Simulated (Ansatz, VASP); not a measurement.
## One calculation of MgO, two programs

INCAR

```
SYSTEM = MgO
PREC = Accurate
ENCUT = 600
EDIFF = 1E-7
ISMEAR = 0
SIGMA = 0.02
LREAL = .FALSE.
LASPH = .TRUE.
NELM = 120
ALGO = Normal
ISIF = 3
LWAVE = .FALSE.
LCHARG = .FALSE.
IBRION = 2
NSW = 100
EDIFFG = -0.002
GGA_COMPAT = .FALSE.
NELMIN = 4
```

Contents of KPOINTS:

```
Automatic mesh
0
G
  8 8 8
  0 0 0
```

The input POSCAR:

```
MgO
1.0
    0.0000000000      2.0805909286      2.0805909286
    2.0805909286      0.0000000000      2.0805909286
    2.0805909286      2.0805909286      0.0000000000
Mg O
1 1
Direct
    0.0000000000      0.0000000000      0.0000000000
    0.5000000000      0.5000000000      0.5000000000
```

Input for Ansatz:

```yaml
crystal:
  lattice:
    - [0.0, 2.0805909286, 2.0805909286]
    - [2.0805909286, 0.0, 2.0805909286]
    - [2.0805909286, 2.0805909286, 0.0]
  atoms:
    - { symbol: Mg, position: [0.0, 0.0, 0.0] }
    - { symbol: O, position: [0.5, 0.5, 0.5] }
basis:
  ecutwfc: 600.0
kpoints:
  mp_grid: { grid: [8, 8, 8] }
hamiltonian:
  xc: lda
  pseudopotentials: { kind: paw, azcp: { folder: soft_1 } }
scf:
  occupations: { method: gaussian, width: 0.02 }
output:
  forces: true
  stress: true
  eigenvalues: true
  write_density: true
  write_potential: true
  elf: true
  volumetric_format: npy
relax:
  adjacent_minimum: "off"
  f_tol: 0.002
  max_steps: 80
  cell: { stress_tol: 0.02 }
```

Alike in both runs: task relaxation of cell and atoms; functional LDA; k mesh 8 × 8 × 8; occupations gaussian, width 0.02 eV; no spin polarisation.

|  | VASP | Ansatz |
| --- | --- | --- |
| version | VASP 6.6.1 | Ansatz 0.2.0 |
| potentials or method | VASP PAW LDA potentials, release 64 (Mg, O), cutoff 600 eV | scalar-relativistic, plane waves, PAW |
| valence electrons in the cell | 8 | 16 |

|  | VASP | Ansatz | Ansatz less VASP |
| --- | --- | --- | --- |
| gap on the k mesh at the Fermi level, each at its own relaxed structure (eV) | 5.15 | 5.03 | -0.124 |
| relaxed volume (Å³/atom) | 8.89 | 9.00 | +0.111 |
| relaxed cell length with the largest relative difference (Å) | 2.930 | 2.942 | +0.0122 |

Ansatz warns that its potentials were made for another functional, while VASP's fit it. LDA's correlation is that of Perdew and Zunger in VASP and of Perdew and Wang (1992) in Ansatz. VASP's potentials hold 8 valence electrons a cell and Ansatz's 16, so a difference there can come from the potentials and not from the codes.
